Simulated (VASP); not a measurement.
# Ti2C (Fd-3m) in VASP: single point with PBEsol

Aim: the single point of Ti2C with PBEsol.

Everything below comes from runs of VASP 6.6.1. Logs are shortened: lines on timing, memory, paths and dates and some standing lists are left out, and cuts for length are marked.

## (1) The cell of the first run

Symmetry: Fd-3m, No. 227, cubic system. Conventional cell: a = 8.625 Å, b = 8.625 Å, c = 8.625 Å, α = 90.00°, β = 90.00°, γ = 90.00°. Within 2.8 Å of Ti (site symmetry 3m) lie 3 C at 2.11 Å. C (site symmetry -3m) has 6 Ti at 2.11 Å within 2.8 Å.

## (2) Single point, PBEsol

INCAR

```
PREC = Accurate ; ENCUT = 520
EDIFF = 1E-7 ; ISMEAR = 0
SIGMA = 0.1 ; LREAL = False
LASPH = True ; NELM = 80
ALGO = Normal ; ISIF = 2
LWAVE = False ; LCHARG = True
GGA = PS ; LELF = True
LVHAR = True ; NBANDS = 68
```

KPOINTS

```
Automatic mesh
0
Gamma
  4 4 4
```

POSCAR

```
Ti2C
1.0
    0.0000000000      4.3124976225      4.3124976225
    4.3124976225      0.0000000000      4.3124976225
    4.3124976225      4.3124976225      0.0000000000
Ti C
8 4
Direct
    0.8568108600      0.3810630500      0.3810630500
    0.3810630500      0.3810630500      0.3810630500
    0.3810630500      0.3810630500      0.8568108600
    0.8689369500      0.3931891400      0.8689369500
    0.8689369500      0.8689369500      0.8689369500
    0.3931891400      0.8689369500      0.8689369500
    0.8689369500      0.8689369500      0.3931891400
    0.3810630500      0.8568108600      0.3810630500
    0.6250000000      0.6250000000      0.6250000000
    0.1250000000      0.6250000000      0.6250000000
    0.6250000000      0.6250000000      0.1250000000
    0.6250000000      0.1250000000      0.6250000000
```

Potentials or basis: VASP PAW PBE potentials, release 64 (Ti_sv, C).

The run is started by

```
cat potpaw_PBE.64/Ti_sv/POTCAR potpaw_PBE.64/C/POTCAR > POTCAR
mpirun -np 1 vasp_std > vasp.out
```

OUTCAR:

```text
PREC = Accurate
   ENCUT = 520
   EDIFF = 1E-7
   ISMEAR = 0
   LREAL = False
   LASPH = True
   NELM = 80
   ISIF = 2
   GGA = PS

 ion  position               nearest neighbor table
   1  0.857  0.381  0.381-   9 2.11  11 2.11  12 2.11   2 2.90   3 2.90   8 2.90
   2  0.381  0.381  0.381-  10 2.11  11 2.11  12 2.11   1 2.90   3 2.90   8 2.90
   3  0.381  0.381  0.857-   9 2.11  10 2.11  12 2.11   1 2.90   2 2.90   8 2.90
   4  0.869  0.393  0.869-   9 2.11  10 2.11  11 2.11   5 2.90   6 2.90   7 2.90
   5  0.869  0.869  0.869-  10 2.11  11 2.11  12 2.11   4 2.90   6 2.90   7 2.90
   6  0.393  0.869  0.869-   9 2.11  11 2.11  12 2.11   4 2.90   5 2.90   7 2.90
   7  0.869  0.869  0.393-   9 2.11  10 2.11  12 2.11   4 2.90   5 2.90   6 2.90
   8  0.381  0.857  0.381-   9 2.11  10 2.11  11 2.11   1 2.90   2 2.90   3 2.90
   9  0.625  0.625  0.625-   1 2.11   3 2.11   4 2.11   6 2.11   7 2.11   8 2.11
  10  0.125  0.625  0.625-   2 2.11   5 2.11   4 2.11   3 2.11   7 2.11   8 2.11
  11  0.625  0.625  0.125-   2 2.11   5 2.11   4 2.11   1 2.11   6 2.11   8 2.11
  12  0.625  0.125  0.625-   2 2.11   5 2.11   3 2.11   1 2.11   6 2.11   7 2.11

  LATTYP: Found a face centered cubic cell.
 ALAT       =     8.6249952450

  Lattice vectors:

 A1 = (   0.0000000000,   4.3124976225,   4.3124976225)
 A2 = (   4.3124976225,   0.0000000000,   4.3124976225)
 A3 = (   4.3124976225,   4.3124976225,   0.0000000000)

Analysis of symmetry for initial positions (statically):
=====================================================================
 Subroutine PRICEL returns:
 Original cell was already a primitive cell.

 Routine SETGRP: Setting up the symmetry group for a
 face centered cubic supercell.

 Subroutine GETGRP returns: Found 48 space group operations
 (whereof 24 operations were pure point group operations)
 out of a pool of 48 trial point group operations.

The static configuration has the point symmetry T_d .
 The point group associated with its full space group is O_h .

Analysis of symmetry for dynamics (positions and initial velocities):
=====================================================================
 Subroutine PRICEL returns:
 Original cell was already a primitive cell.

 Routine SETGRP: Setting up the symmetry group for a
 face centered cubic supercell.

 Subroutine GETGRP returns: Found 48 space group operations
 (whereof 24 operations were pure point group operations)
 out of a pool of 48 trial point group operations.

The dynamic configuration has the point symmetry T_d .
 The point group associated with its full space group is O_h .

 Subroutine INISYM returns: Found 48 space group operations
 (whereof 24 operations are pure point group operations),
 and found     1 'primitive' translations

----------------------------------------------------------------------------------------

                                     Primitive cell

  volume of cell :     160.4045

  direct lattice vectors                    reciprocal lattice vectors
     0.000000000  4.312497622  4.312497622    -0.115942093  0.115942093  0.115942093
     4.312497622  0.000000000  4.312497622     0.115942093 -0.115942093  0.115942093
     4.312497622  4.312497622  0.000000000     0.115942093  0.115942093 -0.115942093

  length of vectors
     6.098792625  6.098792625  6.098792625     0.200817596  0.200817596  0.200817596

  position of ions in fractional coordinates (direct lattice)
     0.856810860  0.381063050  0.381063050
     0.381063050  0.381063050  0.381063050
     0.381063050  0.381063050  0.856810860
     0.868936950  0.393189140  0.868936950
     0.868936950  0.868936950  0.868936950
     0.393189140  0.868936950  0.868936950
     0.868936950  0.868936950  0.393189140
     0.381063050  0.856810860  0.381063050
     0.625000000  0.625000000  0.625000000
     0.125000000  0.625000000  0.625000000
     0.625000000  0.625000000  0.125000000
     0.625000000  0.125000000  0.625000000

  ion indices of the primitive-cell ions
   primitive index   ion index
                 1           1
                 2           2
                 3           3
                 4           4
                 5           5
                 6           6
                 7           7
                 8           8
                 9           9
                10          10
                11          11
                12          12

----------------------------------------------------------------------------------------

 KPOINTS: Automatic mesh

Automatic generation of k-mesh.
 Grid dimensions read from file:
 generate k-points for:    4    4    4

 Generating k-lattice:

  Cartesian coordinates                     Fractional coordinates (reciprocal lattice)
    -0.028985523  0.028985523  0.028985523     0.250000000  0.000000000  0.000000000
     0.028985523 -0.028985523  0.028985523     0.000000000  0.250000000  0.000000000
     0.028985523  0.028985523 -0.028985523     0.000000000  0.000000000  0.250000000

  Length of vectors
     0.050204399  0.050204399  0.050204399

  Shift w.r.t. Gamma in fractional coordinates (k-lattice)
     0.000000000  0.000000000  0.000000000

 Subroutine IBZKPT returns following result:
 ===========================================

 Found      8 irreducible k-points:

 Following reciprocal coordinates:
            Coordinates               Weight
  0.000000  0.000000  0.000000      1.000000
  0.250000  0.000000  0.000000      8.000000
  0.500000  0.000000  0.000000      4.000000
  0.250000  0.250000  0.000000      6.000000
  0.500000  0.250000  0.000000     24.000000
 -0.250000  0.250000  0.000000     12.000000
  0.500000  0.500000  0.000000      3.000000
 -0.250000  0.500000  0.250000      6.000000
   k-points           NKPTS =      8   k-points in BZ     NKDIM =      8   number of bands    NBANDS=     68
   number of dos      NEDOS =    301   number of ions     NIONS =     12
   total plane-waves  NPLWV = 110592
   dimension x,y,z NGX =    48 NGY =   48 NGZ =   48
   dimension x,y,z NGXF=    96 NGYF=   96 NGZF=   96
   ions per type =               8   4
   NGX,Y,Z   is equivalent  to a cutoff of  13.08, 13.08, 13.08 a.u.
   NGXF,Y,Z  is equivalent  to a cutoff of  26.17, 26.17, 26.17 a.u.
 SYSTEM =  unknown system
   PREC   = accura    normal or accurate (medium, high low for compatibility)
   ISTART =      0    job   : 0-new  1-cont  2-samecut
   ICHARG =      2    charge: 1-file 2-atom 10-const
   ISPIN  =      1    spin polarized calculation?
   LNONCOLLINEAR =      F non collinear calculations
   LSORBIT =      F    spin-orbit coupling
   LASPH  =      T    aspherical Exc in radial PAW
   ENCUT  =  520.0 eV  38.22 Ry    6.18 a.u.  11.34 11.34 11.34*2*pi/ulx,y,z
   NELM   =     80;   NELMIN=  2; NELMDL= -5     # of ELM steps
   EDIFF  = 0.1E-06   stopping-criterion for ELM
   LREAL  =      F    real-space projection
   EDIFFG = 0.1E-05   stopping-criterion for IOM
   NSW    =      0    number of steps for IOM
   IBRION =     -1    ionic relax: 0-MD 1-quasi-New 2-CG
   NFREE  =      0    steps in history (QN), initial steepest desc. (CG)
   ISIF   =      2    stress and relaxation
   ISYM   =      2    0-nonsym 1-usesym 2-fastsym
   POTIM  = 0.5000    time-step for ionic-motion
   TEBEG  =    0.0;   TEEND  =   0.0 temperature during run
   PSTRESS=    0.0 pullay stress
   NELECT =     112.0000    total number of electrons
   NUPDOWN=      -1.0000    fix difference up-down
   EMIN   =  10.00;   EMAX   =-10.00  energy-range for DOS
   EFERMI =   0.00;   METHOD = LEGACY
   ISMEAR =     0;   SIGMA  =   0.10  broadening in eV -4-tet -1-fermi 0-gaus
   EFERMI_NEDOS =   21; number of points for ismear=-14 and -15
   IALGO  =     38    algorithm
   IMIX   =      4    mixing-type and parameters
     AMIX     =   0.40;   BMIX     =  1.00
     AMIX_MAG =   1.60;   BMIX_MAG =  1.00
  volume/ion in A,a.u.               =      13.37        90.21
  Fermi-wavevector in a.u.,A,eV,Ry     =   1.452363  2.744569 28.699579  2.109360
  Thomas-Fermi vector in A             =   2.569754
   LORBIT       =      0    0 simple, 1 ext, 2 COOP (PROOUT), +10 PAW based schemes
   GGA     = PS    functional components
   LHFCALC =     F    Hartree Fock is set to
   AEXX    =    0.0000 exact exchange contribution
   IVDW    =     0    specifies the selected vdW correction
   LEPSILON=     F    determine dielectric tensor
   LRPA    =     F    only Hartree local field effects (RPA)
 non-spin polarized calculation
 Gauss-broadening in eV      SIGMA  =   0.10
  energy-cutoff  :      520.00
  volume of cell :      160.40
 maximum number of plane-waves:      4338
 NGX is ok and might be reduce to    48
   NGX = 23   NGY = 23   NGZ = 23

 number of electron     111.9999999 magnetization

 Free energy of the ion-electron system (eV)
  ---------------------------------------------------
  ext. energy  EPLUGINS =         0.00000000
  ---------------------------------------------------
  free energy    TOTEN  =      -113.77200783 eV

  energy without entropy =     -113.74529139  energy(sigma->0) =     -113.75864961

 E-fermi :   8.1065     XC(G=0): -11.8839

 val. band max:        8.0629237740   @ k =   0.2500   0.2500   0.0000
 cond. band min:       8.1745948433   @ k =   0.5000   0.2500   0.0000
 fundamental gap:      0.1116710693
 Fermi energy:         8.1065451463

 k-point     1 :       0.0000    0.0000    0.0000
  band No.  band energies     occupation
      1     -48.4488      2.00000
      2     -48.3738      2.00000
      3     -48.3636      2.00000
      4     -48.3636      2.00000
      5     -48.3636      2.00000
      6     -48.3389      2.00000
[... 60 lines left out ...]
     67      10.9250      0.00000
     68      10.9715      0.00000
[... 495 lines left out ...]
     67      10.0763      0.00000
     68      10.0763      0.00000

------------------------ aborting loop because EDIFF is reached ----------------------------------------

  FORCE on cell =-STRESS in cart. coord.  units (eV):
  Direction    XX          YY          ZZ          XY          YZ          ZX
  --------------------------------------------------------------------------------------
  -------------------------------------------------------------------------------------
  Total       -4.4747943     -4.4747943     -4.4747943      0.0000000      0.0000000      0.0000000
  in kB      -44.6958349    -44.6958349    -44.6958349      0.0000000      0.0000000      0.0000000
  external PRESSURE =     -44.6958349 kB  Pullay stress =       0.0000000 kB

 VOLUME and BASIS-vectors are now :
 -----------------------------------------------------------------------------
  energy-cutoff  :      520.00
  volume of cell :      160.40
      direct lattice vectors                 reciprocal lattice vectors
     0.000000000  4.312497622  4.312497622    -0.115942093  0.115942093  0.115942093
     4.312497622  0.000000000  4.312497622     0.115942093 -0.115942093  0.115942093
     4.312497622  4.312497622  0.000000000     0.115942093  0.115942093 -0.115942093

 POSITION                                       TOTAL-FORCE (eV/Angst)
 -----------------------------------------------------------------------------------
      3.28667      5.33833      5.33833         0.128577     -0.128577     -0.128577
      3.28667      3.28667      3.28667         0.128577      0.128577      0.128577
      5.33833      5.33833      3.28667        -0.128577     -0.128577      0.128577
      5.44292      7.49458      5.44292         0.128577     -0.128577      0.128577
      7.49458      7.49458      7.49458        -0.128577     -0.128577     -0.128577
      7.49458      5.44292      5.44292        -0.128577      0.128577      0.128577
      5.44292      5.44292      7.49458         0.128577      0.128577     -0.128577
      5.33833      3.28667      5.33833        -0.128577      0.128577     -0.128577
      5.39062      5.39062      5.39062        -0.000000     -0.000000     -0.000000
      5.39062      3.23437      3.23437        -0.000000     -0.000000     -0.000000
      3.23437      3.23437      5.39062        -0.000000     -0.000000     -0.000000
      3.23437      5.39062      3.23437        -0.000000     -0.000000     -0.000000
 -----------------------------------------------------------------------------------
    total drift:                                0.000000      0.000000      0.000000

  FREE ENERGIE OF THE ION-ELECTRON SYSTEM (eV)
  ---------------------------------------------------
  free  energy   TOTEN  =      -113.7720078345 eV

  energy  without entropy=     -113.7452913933  energy(sigma->0) =     -113.75864961
```

It took 2.5 min on 1 thread of AMD EPYC 7R13 (Zen 3), shared host; peak memory 0.3 GiB.

Results:

```
Free energy            : -113.7720 eV
Pressure               : -4.5 GPa
Largest force          : 0.223 eV/Å
Band gap on the k mesh : zero (band 56 reaches 8.32 eV, above the bottom of band 57 at 8.17 eV)
```

Forces on the atoms (eV/Å):
```
Ti   0.129 -0.129 -0.129
Ti   0.129  0.129  0.129
Ti  -0.129 -0.129  0.129
Ti   0.129 -0.129  0.129
Ti  -0.129 -0.129 -0.129
Ti  -0.129  0.129  0.129
Ti   0.129  0.129 -0.129
Ti  -0.129  0.129 -0.129
C    0.000  0.000  0.000
C    0.000  0.000  0.000
C    0.000  0.000  0.000
C    0.000  0.000  0.000
```

Levels at points of the mesh, in eV from the Fermi level:
| k point | band 52 | band 53 | band 54 | band 55 | band 56 | band 57 | band 58 | band 59 | band 60 | band 61 |
| --- | --- | --- | --- | --- | --- | --- | --- | --- | --- | --- |
| (0.00, 0.00, 0.00) | -1.64 | -0.74 | -0.74 | -0.74 | 0.22 | 0.63 | 0.63 | 0.63 | 1.07 | 1.07 |
| (0.50, 0.00, 0.00) | -0.90 | -0.88 | -0.78 | -0.78 | -0.33 | 0.27 | 0.69 | 0.69 | 0.70 | 0.70 |
| (0.50, 0.50, 0.00) | -0.81 | -0.69 | -0.69 | -0.56 | -0.56 | 0.27 | 0.27 | 0.40 | 0.40 | 0.56 |

Caveat: the PAW data sets were made with another functional, which shifts forces and pressure a little.
